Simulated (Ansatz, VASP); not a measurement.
**One calculation of SiC3, two programs**

```
Si C
1.0
     3.57570    0.00000    0.00000
     0.00000    3.57570    0.00000
     0.00000    0.00000    3.40435
Si C
1 3
Direct
  0.50000 0.50000 0.50000
  0.00000 0.00000 0.69876
  0.50000 0.50000 0.00000
  0.00000 0.00000 0.30124
```

Alike in both runs: task relaxation of cell and atoms; functional PBE; k mesh 14 × 14 × 14; occupations gaussian, width 0.1 eV; no spin polarisation.

|  | VASP | Ansatz |
| --- | --- | --- |
| version | VASP 6.6.1 | Ansatz 0.2.0 |
| potentials or method | VASP PAW PBE potentials, release 64 (Si, C), cutoff 600 eV | scalar-relativistic, plane waves, PAW |
| valence electrons in the cell | 16 | 16 |

```csv
,VASP,Ansatz,Ansatz less VASP
"gap on the k mesh at the Fermi level, each at its own relaxed structure (eV)",1.04,1.14,+0.101
relaxed volume (Å³/atom),16.67,24.05,+7.378
relaxed length of the cell vector where the two differ most in proportion (Å),4.671,5.610,+0.9388
```

One of these differences is far larger than is usual between the two programs; its cause wasn't traced.

Noted on VASP's run: the volume moved by over 15 % at a fixed basis, so the end points are rough.
